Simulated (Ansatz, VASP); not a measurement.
Pd in VASP and in Ansatz

Contents of INCAR:

```
PREC = Accurate ; ENCUT = 520
EDIFF = 1E-6 ; ISMEAR = -1
SIGMA = 0.05 ; LREAL = F
LASPH = T ; NELM = 150
ALGO = Normal ; ISIF = 2
LWAVE = F ; LCHARG = F
ISPIN = 2 ; MAGMOM = 0.5 -0.5
LORBIT = 11 ; LMAXMIX = 4
GGA = PS ; NBANDS = 21
```

Contents of KPOINTS:

```
Automatic mesh
0
Gamma
  15 15 8
```

Contents of POSCAR:

```
Pd
1.0
    2.6428081596      0.0000000000      0.0000000000
   -1.3214040798      2.2887390035      0.0000000000
    0.0000000000      0.0000000000      4.4473826372
Pd
2
Direct
    0.3333333333      0.6666666667      0.2500000000
    0.6666666667      0.3333333333      0.7500000000
```

Input for Ansatz:

```yaml
crystal:
  lattice:
    - [2.6428081596, 0.0, 0.0]
    - [-1.3214040798, 2.2887390035, 0.0]
    - [0.0, 0.0, 4.4473826372]
  atoms:
    - { symbol: Pd, position: [0.3333333333, 0.6666666667, 0.25], spin: 0.5 }
    - { symbol: Pd, position: [0.6666666667, 0.3333333333, 0.75], spin: -0.5 }
hamiltonian:
  xc: pbesol
  pseudopotentials:
    kind: paw
    azcp:
      Pd: "pseudopotentials/Pd.paw.azcp"
basis:
  ecutwfc: 420
  fft_grid_basis: typed
kpoints:
  mp_grid: { grid: [15, 15, 8], shift: [0, 0, 0] }
magnetization:
  spin_polarized: true
scf:
  occupations: { method: fermi_dirac, width: 0.05 }
  lower_state_search: "off"
output:
  stress: true
  write_density: true
  write_potential: true
  elf: true
  volumetric_format: npy
```

Alike in both runs: task single point; functional PBEsol; k mesh 15 × 15 × 8; occupations fermi-dirac, width 0.05 eV; collinear spin.

|  | VASP | Ansatz |
| --- | --- | --- |
| version | VASP 6.6.1 | Ansatz 0.2.0 |
| potentials or method | VASP PAW PBE potentials, release 64 (Pd), cutoff 520 eV | plane waves (420 eV) with PAW, scalar-relativistic |
| valence electrons in the cell | 20 | 36 |

Ansatz gave:

* pressure (GPa): 21.1
* traceless stress, the component that is largest in VASP (GPa): -0.96
* net moment per atom (μB): 0.00

Question: What did VASP give for the same quantities?

Answer: Pressure (GPa): 20.6; traceless stress, the component that is largest in VASP (GPa): -0.99; net moment per atom (μB): 0.00.

VASP's potentials were made for PBE, not for PBEsol, and Ansatz warns of the same on its side. VASP's potentials hold 20 valence electrons a cell and Ansatz's 36, so a difference there can come from the potentials and not from the codes. Ansatz's warnings: seeded moment not kept.
